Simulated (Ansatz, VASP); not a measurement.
Te in VASP and in Ansatz

```
Te
1.0
    -1.39944    1.39944    1.39944
     1.39944   -1.39944    1.39944
     1.39944    1.39944   -1.39944
Te
1
Direct
  0.00000 0.00000 0.00000
```

Change from the starting cell: volume scaled by 0.411, to set the pressure.

Alike in both runs: task single point; functional LDA; k mesh 19 × 19 × 19; occupations fermi-dirac, width 0.05 eV; no spin polarisation.

|  | VASP | Ansatz |
| --- | --- | --- |
| version | VASP 6.6.1 | Ansatz 0.2.0 |
| potentials or method | VASP PAW LDA potentials, release 64 (Te) | PAW with Ansatz's default frozen-core files, scalar-relativistic |
| plane-wave cutoff (eV) | 520 | 420 |
| valence electrons in the cell | 6 | 16 |

Ansatz gave:

* pressure (GPa): 452.0

Problem. Which values does VASP return?

Solution. Pressure (GPa): 464.8.

LDA's correlation is that of Perdew and Zunger in VASP and of Perdew and Wang (1992) in Ansatz. Both programs put the cell under a high pressure, so it lies far from rest at this level. VASP's potentials hold 6 valence electrons a cell and Ansatz's 16, so a difference there can come from the potentials and not from the codes.

Neither program's run includes spin-orbit coupling. Noted on VASP's run: the cell as given lies far from equilibrium.
